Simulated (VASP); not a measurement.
# Mo in VASP: further runs

The runs below take Mo through single point, with LDA.

All numbers are computed with VASP 6.6.1; they aren't measurements. Logs are shortened: lines on timing, memory, paths and dates and some standing lists are left out, and cuts for length are marked.

### 1 The cell of the first run

The cell holds a slab with vacuum, 5 atoms: a = 4.401 Å, b = 4.401 Å, c = 12.077 Å, α = 90.00°, β = 90.00°, γ = 120.00°.

### 2 Single point, LDA

Contents of INCAR:

```
SYSTEM = Mo
  ALGO = Normal
  DIPOL = 0.5 0.5 0.500
  EDIFF = 1E-6
  ENCUT = 520
  GGA = CA
  IDIPOL = 3
  ISIF = 2
  ISMEAR = -1
  LASPH = .True.
  LCHARG = .False.
  LDIPOL = .True.
  LREAL = .False.
  LWAVE = .False.
  NBANDS = 43
  NELM = 100
  PREC = Accurate
  SIGMA = 0.1
```

Contents of KPOINTS:

```
k-points
0
Gamma
  9 9 1
  0 0 0
```

Contents of POSCAR:

```
Mo
1.0
    4.4006566667      0.0000000000      0.0000000000
   -2.2003283334      3.8110804667      0.0000000000
    0.0000000000      0.0000000000     12.0766000000
Mo
5
Direct
    0.8333333333      0.1666666667      0.3726202208
    0.1666666667      0.8333333333      0.4308304332
    0.5000000000      0.5000000000      0.4999999108
    0.8333333333      0.1666666667      0.5691695743
    0.1666666667      0.8333333333      0.6273797792
```

Potentials or basis: VASP PAW LDA potentials, release 64 (Mo_sv).

Run with:

```sh
$ cat potpaw_LDA.64/Mo_sv/POTCAR > POTCAR
$ mpirun -np 1 vasp_std > vasp.out
```

OUTCAR:

```text
SYSTEM = Mo
   EDIFF = 1E-6
   ENCUT = 520
   GGA = CA
   ISIF = 2
   ISMEAR = -1
   LASPH = .True.
   LREAL = .False.
   NELM = 100
   PREC = Accurate

 ion  position               nearest neighbor table
   1  0.833  0.167  0.373-   4 2.37   2 2.64   2 2.64   2 2.64   3 2.97   3 2.97   3 2.97
   2  0.167  0.833  0.431-   5 2.37   1 2.64   1 2.64   1 2.64   3 2.67   3 2.67   3 2.67   4 3.04
                             4 3.04   4 3.04
   3  0.500  0.500  0.500-   2 2.67   2 2.67   2 2.67   4 2.67   4 2.67   4 2.67   1 2.97   1 2.97
                             1 2.97   5 2.97   5 2.97   5 2.97
   4  0.833  0.167  0.569-   1 2.37   5 2.64   5 2.64   5 2.64   3 2.67   3 2.67   3 2.67   2 3.04
                             2 3.04   2 3.04
   5  0.167  0.833  0.627-   2 2.37   4 2.64   4 2.64   4 2.64   3 2.97   3 2.97   3 2.97

  LATTYP: Found a hexagonal cell.
 ALAT       =     4.4006566667
 C/A-ratio  =     2.7442722563

  Lattice vectors:

 A1 = (   4.4006566667,   0.0000000000,   0.0000000000)
 A2 = (  -2.2003283334,   3.8110804667,   0.0000000000)
 A3 = (   0.0000000000,   0.0000000000,  12.0766000000)

Analysis of symmetry for initial positions (statically):
=====================================================================
 Subroutine PRICEL returns:
 Original cell was already a primitive cell.

 Routine SETGRP: Setting up the symmetry group for a
 hexagonal supercell.

 Subroutine GETGRP returns: Found 12 space group operations
 (whereof  4 operations were pure point group operations)
 out of a pool of 24 trial point group operations.

The static configuration has the point symmetry C_2h.
 The point group associated with its full space group is D_3d.

Analysis of symmetry for dynamics (positions and initial velocities):
=====================================================================
 Subroutine PRICEL returns:
 Original cell was already a primitive cell.

 Routine SETGRP: Setting up the symmetry group for a
 hexagonal supercell.

 Subroutine GETGRP returns: Found 12 space group operations
 (whereof  4 operations were pure point group operations)
 out of a pool of 24 trial point group operations.

The dynamic configuration has the point symmetry C_2h.
 The point group associated with its full space group is D_3d.

 Subroutine INISYM returns: Found 12 space group operations
 (whereof  4 operations are pure point group operations),
 and found     1 'primitive' translations

----------------------------------------------------------------------------------------

                                     Primitive cell

  volume of cell :     202.5398

  direct lattice vectors                    reciprocal lattice vectors
     4.400656667  0.000000000  0.000000000     0.227238814  0.131196390  0.000000000
    -2.200328333  3.811080467  0.000000000     0.000000000  0.262392780  0.000000000
     0.000000000  0.000000000 12.076600000     0.000000000  0.000000000  0.082804763

  length of vectors
     4.400656667  4.400656667 12.076600000     0.262392780  0.262392780  0.082804763

  position of ions in fractional coordinates (direct lattice)
     0.833333333  0.166666667  0.372620221
     0.166666667  0.833333333  0.430830433
     0.500000000  0.500000000  0.499999911
     0.833333333  0.166666667  0.569169574
     0.166666667  0.833333333  0.627379779

  ion indices of the primitive-cell ions
   primitive index   ion index
                 1           1
                 2           2
                 3           3
                 4           4
                 5           5

----------------------------------------------------------------------------------------

 KPOINTS: k-points

Automatic generation of k-mesh.
 Grid dimensions read from file:
 generate k-points for:    9    9    1

 Generating k-lattice:

  Cartesian coordinates                     Fractional coordinates (reciprocal lattice)
     0.025248757  0.014577377  0.000000000     0.111111111 -0.000000000  0.000000000
     0.000000000  0.029154753  0.000000000     0.000000000  0.111111111  0.000000000
     0.000000000  0.000000000  0.082804763     0.000000000  0.000000000  1.000000000

  Length of vectors
     0.029154753  0.029154753  0.082804763

  Shift w.r.t. Gamma in fractional coordinates (k-lattice)
     0.000000000  0.000000000  0.000000000

 Subroutine IBZKPT returns following result:
 ===========================================

 Found     12 irreducible k-points:

 Following reciprocal coordinates:
            Coordinates               Weight
  0.000000  0.000000  0.000000      1.000000
  0.111111  0.000000  0.000000      6.000000
  0.222222  0.000000  0.000000      6.000000
  0.333333  0.000000  0.000000      6.000000
  0.444444  0.000000  0.000000      6.000000
  0.111111  0.111111  0.000000      6.000000
  0.222222  0.111111  0.000000     12.000000
  0.333333  0.111111  0.000000     12.000000
  0.444444  0.111111  0.000000      6.000000
  0.222222  0.222222  0.000000      6.000000
  0.333333  0.222222  0.000000     12.000000
  0.333333  0.333333  0.000000      2.000000
   k-points           NKPTS =     12   k-points in BZ     NKDIM =     12   number of bands    NBANDS=     43
   number of dos      NEDOS =    301   number of ions     NIONS =      5
   total plane-waves  NPLWV = 116640
   dimension x,y,z NGX =    36 NGY =   36 NGZ =   90
   dimension x,y,z NGXF=    72 NGYF=   72 NGZF=  180
   ions per type =               5
   NGX,Y,Z   is equivalent  to a cutoff of  13.60, 13.60, 12.39 a.u.
   NGXF,Y,Z  is equivalent  to a cutoff of  27.20, 27.20, 24.78 a.u.
 SYSTEM =  Mo
   PREC   = accura    normal or accurate (medium, high low for compatibility)
   ISTART =      0    job   : 0-new  1-cont  2-samecut
   ICHARG =      2    charge: 1-file 2-atom 10-const
   ISPIN  =      1    spin polarized calculation?
   LNONCOLLINEAR =      F non collinear calculations
   LSORBIT =      F    spin-orbit coupling
   LASPH  =      T    aspherical Exc in radial PAW
   ENCUT  =  520.0 eV  38.22 Ry    6.18 a.u.   8.18  8.18 22.45*2*pi/ulx,y,z
   NELM   =    100;   NELMIN=  2; NELMDL= -5     # of ELM steps
   EDIFF  = 0.1E-05   stopping-criterion for ELM
   LREAL  =      F    real-space projection
   EDIFFG = 0.1E-04   stopping-criterion for IOM
   NSW    =      0    number of steps for IOM
   IBRION =     -1    ionic relax: 0-MD 1-quasi-New 2-CG
   NFREE  =      0    steps in history (QN), initial steepest desc. (CG)
   ISIF   =      2    stress and relaxation
   ISYM   =      2    0-nonsym 1-usesym 2-fastsym
   POTIM  = 0.5000    time-step for ionic-motion
   TEBEG  =    0.0;   TEEND  =   0.0 temperature during run
   PSTRESS=    0.0 pullay stress
   NELECT =      70.0000    total number of electrons
   NUPDOWN=      -1.0000    fix difference up-down
   EMIN   =  10.00;   EMAX   =-10.00  energy-range for DOS
   EFERMI =   0.00;   METHOD = LEGACY
   ISMEAR =    -1;   SIGMA  =   0.10  broadening in eV -4-tet -1-fermi 0-gaus
   EFERMI_NEDOS =   21; number of points for ismear=-14 and -15
   IALGO  =     38    algorithm
   IMIX   =      4    mixing-type and parameters
     AMIX     =   0.40;   BMIX     =  1.00
     AMIX_MAG =   1.60;   BMIX_MAG =  1.00
  volume/ion in A,a.u.               =      40.51       273.36
  Fermi-wavevector in a.u.,A,eV,Ry     =   1.148870  2.171049 17.958349  1.319901
  Thomas-Fermi vector in A             =   2.285542
   LORBIT       =      0    0 simple, 1 ext, 2 COOP (PROOUT), +10 PAW based schemes
   GGA     = CA    functional components
   LHFCALC =     F    Hartree Fock is set to
   AEXX    =    0.0000 exact exchange contribution
   IVDW    =     0    specifies the selected vdW correction
   LEPSILON=     F    determine dielectric tensor
   LRPA    =     F    only Hartree local field effects (RPA)
 non-spin polarized calculation
  energy-cutoff  :      520.00
  volume of cell :      202.54
 maximum number of plane-waves:      5476
 NGX is ok and might be reduce to    36
   NGX = 17   NGY = 17   NGZ = 45

 number of electron      70.0000006 magnetization

 dipolmoment           0.000000      0.000000      0.000010 electrons x Angstroem

 Free energy of the ion-electron system (eV)
  ---------------------------------------------------
  ext. energy  EPLUGINS =         0.00000000
  ---------------------------------------------------
  free energy    TOTEN  =       -53.55413924 eV

  energy without entropy =      -53.41826931  energy(sigma->0) =      -53.48620428

 E-fermi :   2.4272     XC(G=0):  -6.8865

 val. band max:        2.2853483500   @ k =   0.2222   0.1111   0.0000
 cond. band min:       2.5183773479   @ k =   0.3333   0.2222   0.0000
 fundamental gap:      0.2330289980
 Fermi energy:         2.4272265591

 k-point     1 :       0.0000    0.0000    0.0000
  band No.  band energies     occupation
      1     -58.5556      2.00000
      2     -58.2665      2.00000
      3     -58.1288      2.00000
      4     -58.0986      2.00000
      5     -57.8726      2.00000
      6     -33.4193      2.00000
[... 35 lines left out ...]
     42       4.2958      0.00000
     43       4.2958      0.00000

 k-point     2 :       0.1111    0.0000    0.0000
  band No.  band energies     occupation
      1     -58.5447      2.00000
      2     -58.2694      2.00000
      3     -58.1302      2.00000
      4     -58.0986      2.00000
      5     -57.8799      2.00000
      6     -33.4371      2.00000
[... 35 lines left out ...]
     42       4.3095      0.00000
     43       4.4106      0.00000

 k-point     3 :       0.2222    0.0000    0.0000
  band No.  band energies     occupation
      1     -58.5144      2.00000
      2     -58.2773      2.00000
      3     -58.1450      2.00000
      4     -58.0878      2.00000
      5     -57.9004      2.00000
      6     -33.4875      2.00000
[... 35 lines left out ...]
     42       4.3799      0.00000
     43       4.5634      0.00000

 k-point     4 :       0.3333    0.0000    0.0000
  band No.  band energies     occupation
      1     -58.4731      2.00000
      2     -58.2883      2.00000
      3     -58.1720      2.00000
      4     -58.0645      2.00000
      5     -57.9293      2.00000
      6     -33.5412      2.00000
[... 35 lines left out ...]
     42       4.4857      0.00000
     43       4.5117      0.00000

 k-point     5 :       0.4444    0.0000    0.0000
  band No.  band energies     occupation
      1     -58.4387      2.00000
      2     -58.2991      2.00000
      3     -58.1943      2.00000
      4     -58.0403      2.00000
      5     -57.9564      2.00000
      6     -33.5715      2.00000
[... 35 lines left out ...]
     42       4.5958      0.00000
     43       4.7312      0.00000

 k-point     6 :       0.1111    0.1111    0.0000
  band No.  band energies     occupation
      1     -58.5240      2.00000
      2     -58.2747      2.00000
      3     -58.1394      2.00000
      4     -58.0923      2.00000
      5     -57.8938      2.00000
      6     -33.4712      2.00000
[... 35 lines left out ...]
     42       4.4069      0.00000
     43       4.5508      0.00000

 k-point     7 :       0.2222    0.1111    0.0000
  band No.  band energies     occupation
      1     -58.4881      2.00000
      2     -58.2830      2.00000
      3     -58.1630      2.00000
      4     -58.0735      2.00000
      5     -57.9188      2.00000
      6     -33.5216      2.00000
[... 35 lines left out ...]
     42       4.3766      0.00000
     43       4.4779      0.00000

 k-point     8 :       0.3333    0.1111    0.0000
  band No.  band energies     occupation
      1     -58.4494      2.00000
      2     -58.2914      2.00000
      3     -58.1914      2.00000
      4     -58.0478      2.00000
      5     -57.9485      2.00000
      6     -33.5588      2.00000
[... 35 lines left out ...]
     42       4.2096      0.00000
     43       4.7122      0.00000

 k-point     9 :       0.4444    0.1111    0.0000
  band No.  band energies     occupation
      1     -58.4307      2.00000
      2     -58.2955      2.00000
      3     -58.2053      2.00000
      4     -58.0316      2.00000
      5     -57.9661      2.00000
      6     -33.5713      2.00000
[... 35 lines left out ...]
     42       4.1180      0.00000
     43       4.9770      0.00000

 k-point    10 :       0.2222    0.2222    0.0000
  band No.  band energies     occupation
      1     -58.4542      2.00000
      2     -58.2860      2.00000
      3     -58.1918      2.00000
      4     -58.0507      2.00000
      5     -57.9454      2.00000
      6     -33.5496      2.00000
[... 35 lines left out ...]
     42       3.8695      0.00000
     43       4.3336      0.00000

 k-point    11 :       0.3333    0.2222    0.0000
  band No.  band energies     occupation
      1     -58.4288      2.00000
      2     -58.2813      2.00000
      3     -58.2207      2.00000
      4     -58.0255      2.00000
      5     -57.9731      2.00000
      6     -33.5597      2.00000
[... 35 lines left out ...]
     42       4.0542      0.00000
     43       4.4051      0.00000

 k-point    12 :       0.3333    0.3333    0.0000
  band No.  band energies     occupation
      1     -58.4213      2.00000
      2     -58.2545      2.00000
      3     -58.2545      2.00000
      4     -57.9997      2.00000
      5     -57.9997      2.00000
      6     -33.5436      2.00000
[... 35 lines left out ...]
     42       4.2601      0.00000
     43       4.2668      0.00000

------------------------ aborting loop because EDIFF is reached ----------------------------------------

 vacuum level on the upper side and lower side of the slab       (xc-potential included)        -0.770        -0.770

  FORCE on cell =-STRESS in cart. coord.  units (eV):
  Direction    XX          YY          ZZ          XY          YZ          ZX
  --------------------------------------------------------------------------------------
  -------------------------------------------------------------------------------------
  Total       -3.3549338     -3.3549338      0.6644309      0.0000000      0.0000000      0.0000000
  in kB      -26.5389811    -26.5389811      5.2559363      0.0000000      0.0000000      0.0000000
  external PRESSURE =     -15.9406753 kB  Pullay stress =       0.0000000 kB

 VOLUME and BASIS-vectors are now :
 -----------------------------------------------------------------------------
  energy-cutoff  :      520.00
  volume of cell :      202.54
      direct lattice vectors                 reciprocal lattice vectors
     4.400656667  0.000000000  0.000000000     0.227238814  0.131196390  0.000000000
    -2.200328333  3.811080467  0.000000000     0.000000000  0.262392780  0.000000000
     0.000000000  0.000000000 12.076600000     0.000000000  0.000000000  0.082804763

 POSITION                                       TOTAL-FORCE (eV/Angst)
 -----------------------------------------------------------------------------------
      3.30049      0.63518      4.49999        -0.000000     -0.000000     -0.151310
     -1.10016      3.17590      5.20297         0.000000      0.000000     -0.133699
      1.10016      1.90554      6.03830        -0.000000      0.000000      0.000000
      3.30049      0.63518      6.87363         0.000000     -0.000000      0.133699
     -1.10016      3.17590      7.57661         0.000000     -0.000000      0.151310
 -----------------------------------------------------------------------------------
    total drift:                               -0.000000     -0.000001      0.003814

  FREE ENERGIE OF THE ION-ELECTRON SYSTEM (eV)
  ---------------------------------------------------
  free  energy   TOTEN  =       -53.5541392431 eV

  energy  without entropy=      -53.4182693131  energy(sigma->0) =      -53.48620428

 vacuum level on the upper side and lower side of the slab         5.713         5.713
```

Run time: 3.3 min. Hardware: 1 thread of Intel Xeon 6975P-C, shared host; peak memory 0.29 GiB.

Results:

```yaml
Free_energy: -53.5541 eV
Largest_force: 0.151 eV/Å
Band_gap_on_the_k_mesh: zero (band 35 reaches 2.29 eV, above the bottom of band 36 at 2.24 eV)
```

Forces in eV/Å, atoms in the order of the input:
```
Mo   0.000  0.000 -0.151
Mo   0.000  0.000 -0.134
Mo   0.000  0.000  0.000
Mo   0.000  0.000  0.134
Mo   0.000  0.000  0.151
```

[end of part 1 of 3]
